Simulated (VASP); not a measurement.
A run of VASP 6.6.1:

The input POSCAR:

```
BN
1.0
    0.0000000000      1.8770063053      1.7326212049
    1.8770063053      0.0000000000      1.7326212049
    1.8770063053      1.8770063053      0.0000000000
B N
1 1
Direct
    0.0000000000      0.0000000000      0.0000000000
    0.7500000000      0.7500000000      0.7500000000
```

File INCAR.step1:

```
ALGO = Normal
EDIFF = 1E-4
ENCUT = 520
GGA = PE
ISMEAR = 0
LASPH = T
LCHARG = F
LREAL = F
LWAVE = T
NBANDS = 11
NELM = 100
PREC = Accurate
SIGMA = 0.05
```

File INCAR.step2:

```
ALGO = Normal
EDIFF = 1E-6
ENCUT = 520
ISIF = 2
ISMEAR = 0
ISTART = 1
LASPH = T
LCHARG = F
LMIXTAU = T
LREAL = F
LWAVE = F
METAGGA = R2SCAN
NBANDS = 11
NELM = 100
PREC = Accurate
SIGMA = 0.05
```

Contents of KPOINTS:

```
k-points
0
Gamma
  12 12 12
```

Potentials or basis: VASP PAW PBE potentials, release 64 (B, N).

Command:

```console
$ cat potpaw_PBE.64/B/POTCAR potpaw_PBE.64/N/POTCAR > POTCAR
$ cp INCAR.step1 INCAR
$ mpirun -np 1 vasp_std > vasp.out
$ cp INCAR.step2 INCAR
$ mpirun -np 1 vasp_std > vasp.out
```

Hardware: 1 thread of Intel(R) Xeon(R) Platinum 8259CL CPU @ 2.50GHz (Skylake/Cascade Lake), with other jobs on the host.

**Question.** How long does it take, and how much memory?

**Answer.** Wall time 66 s on 1 thread of Intel(R) Xeon(R) Platinum 8259CL CPU @ 2.50GHz (Skylake/Cascade Lake) (shared host), peak memory 0.14 GiB. Counts: k points 163.
